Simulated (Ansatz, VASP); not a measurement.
InP in VASP and in Ansatz

File INCAR:

```
SYSTEM = InP
  PREC = Accurate
  ENCUT = 520
  EDIFF = 1E-7
  ISMEAR = 0
  SIGMA = 0.02
  LREAL = .FALSE.
  LASPH = .TRUE.
  NELM = 80
  ALGO = Normal
  ISIF = 2
  LWAVE = .FALSE.
  LCHARG = .FALSE.
  GGA = CA
  NBANDS = 16
```

The input KPOINTS:

```
regular mesh
0
G
  10 10 10
  0 0 0
```

Contents of POSCAR:

```
InP
1.0
    0.0000000000      2.9705775377      2.9705775377
    2.9705775377      0.0000000000      2.9705775377
    2.9705775377      2.9705775377      0.0000000000
In P
1 1
Direct
    0.0000000000      0.0000000000      0.0000000000
    0.7500000000      0.7500000000      0.7500000000
```

Input for Ansatz:

```yaml
crystal:
  lattice:
    - [0.0, 2.9705775377, 2.9705775377]
    - [2.9705775377, 0.0, 2.9705775377]
    - [2.9705775377, 2.9705775377, 0.0]
  atoms:
    - { symbol: In, position: [0.0, 0.0, 0.0] }
    - { symbol: P, position: [0.75, 0.75, 0.75] }
basis:
  ecutwfc: 420
kpoints:
  mp_grid: { grid: [10, 10, 10] }
hamiltonian:
  xc: lda
  pseudopotentials: { kind: paw, azcp: { folder: soft_1 } }
scf:
  occupations: { method: gaussian, width: 0.02 }
output:
  forces: true
  stress: true
  eigenvalues: true
```

Alike in both runs: task single point; functional LDA; k mesh 10 × 10 × 10; occupations gaussian, width 0.02 eV; no spin polarisation.

|  | VASP | Ansatz |
| --- | --- | --- |
| version | VASP 6.6.1 | Ansatz 0.2.0 |
| potentials or method | VASP PAW LDA potentials, release 64 (In_d, P), cutoff 520 eV | scalar-relativistic, plane waves, PAW |
| valence electrons in the cell | 18 | 18 |

|  | VASP | Ansatz | Ansatz less VASP |
| --- | --- | --- | --- |
| gap on the k mesh at the Fermi level (eV) | 0.29 | 0.26 | -0.031 |
| least direct gap on the mesh (eV) | 0.29 | 0.26 | -0.031 |
| pressure (GPa) | -3.6 | -3.6 | -0.01 |

Ansatz warns that its potentials were made for another functional, while VASP's fit it. LDA's correlation is that of Perdew and Zunger in VASP and of Perdew and Wang (1992) in Ansatz.
